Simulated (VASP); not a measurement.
Wanted: the native input for a VASP 6.6.1 run.

- Task: single point
- Functional: r2SCAN
- Dispersion: D3(BJ)
- Potentials or basis: VASP PAW PBE potentials, release 64 (F, H, Cl)
- Cutoff: 520 eV
- k mesh: 1 × 1 × 1
- Occupations: fermi-dirac, width 0.05 eV
- Spin: no spin polarisation
- Dipole correction: no
- Further INCAR settings: ALGO = Normal; EDIFF = 1e-07; NBANDS = 36

The system is H2ClF.

```
F H Cl
1.0
     6.12248    0.00000    0.00000
     0.00000    6.12248    0.00000
     0.00000    0.00000    6.12248
F H Cl
3 6 3
Direct
  0.64704 0.07987 0.16588
  0.95377 0.16555 0.84443
  0.49714 0.73095 0.32117
  0.59862 0.19612 0.07416
  0.96118 0.01794 0.88477
  0.50586 0.87855 0.27758
  0.88253 0.77070 0.20548
  0.46422 0.55890 0.08009
  0.10337 0.25510 0.15246
  0.00701 0.71278 0.04607
  0.48456 0.44837 0.89835
  0.17783 0.23945 0.34966
```

These files were run (other wordings do the same):

POSCAR

```
H2ClF
1.0
    6.1224830000      0.0000000000      0.0000000000
    0.0000000000      6.1224830000      0.0000000000
    0.0000000000      0.0000000000      6.1224830000
F H Cl
3 6 3
Direct
    0.6470351959      0.0798672512      0.1658785485
    0.9537677720      0.1655516343      0.8444290324
    0.4971379586      0.7309516313      0.3211714706
    0.5986188057      0.1961206118      0.0741628381
    0.9611767190      0.0179404492      0.8847717810
    0.5058619206      0.8785541622      0.2775833172
    0.8825307549      0.7707008697      0.2054773608
    0.4642166982      0.5589036775      1.0800866851
    0.1033681860      0.2550984303      0.1524570307
    1.0070133138      0.7127824348      0.0460663013
    0.4845634222      0.4483679570      0.8983539865
    0.1778328529      0.2394458907      0.3496622476
```

INCAR.step1

```
PREC = Accurate ; ENCUT = 520
ISMEAR = -1 ; SIGMA = 0.05
LREAL = False ; LASPH = True
NELM = 100 ; NBANDS = 36
GGA = PE ; ALGO = Normal
EDIFF = 1E-4 ; LWAVE = True
LCHARG = False
```

INCAR.step2

```
PREC = Accurate ; ENCUT = 520
EDIFF = 1E-7 ; ISMEAR = -1
SIGMA = 0.05 ; LREAL = False
LASPH = True ; NELM = 100
ALGO = Normal ; ISIF = 2
LWAVE = False ; LCHARG = False
METAGGA = R2SCAN ; LMIXTAU = True
IVDW = 12 ; VDW_S6 = 1.0
VDW_S8 = 0.78981345 ; VDW_A1 = 0.49484001
VDW_A2 = 5.73083694 ; NBANDS = 36
ISTART = 1
```

KPOINTS

```
Automatic mesh
0
Gamma
  1 1 1
```

Potentials or basis: VASP PAW PBE potentials, release 64 (F, H, Cl).

Run with:

```bash
$ cat potpaw_PBE.64/F/POTCAR potpaw_PBE.64/H/POTCAR potpaw_PBE.64/Cl/POTCAR > POTCAR
$ cp INCAR.step1 INCAR
$ mpirun -np 1 vasp_gam > vasp.out
$ cp INCAR.step2 INCAR
$ mpirun -np 1 vasp_gam > vasp.out
```

Results of the run:

The pressure is 0.0 GPa and the largest force is 0.364 eV/Å. The dispersion energy per atom is -0.022 eV.

Caveat: the k points lie up to 1.03 Å⁻¹ apart; the PAW data sets were made with another functional, which shifts forces and pressure a little.

Run time: 68 s on 1 thread of Intel(R) Xeon(R) Platinum 8259CL CPU @ 2.50GHz (Skylake/Cascade Lake) (shared host), peak memory 0.33 GiB.
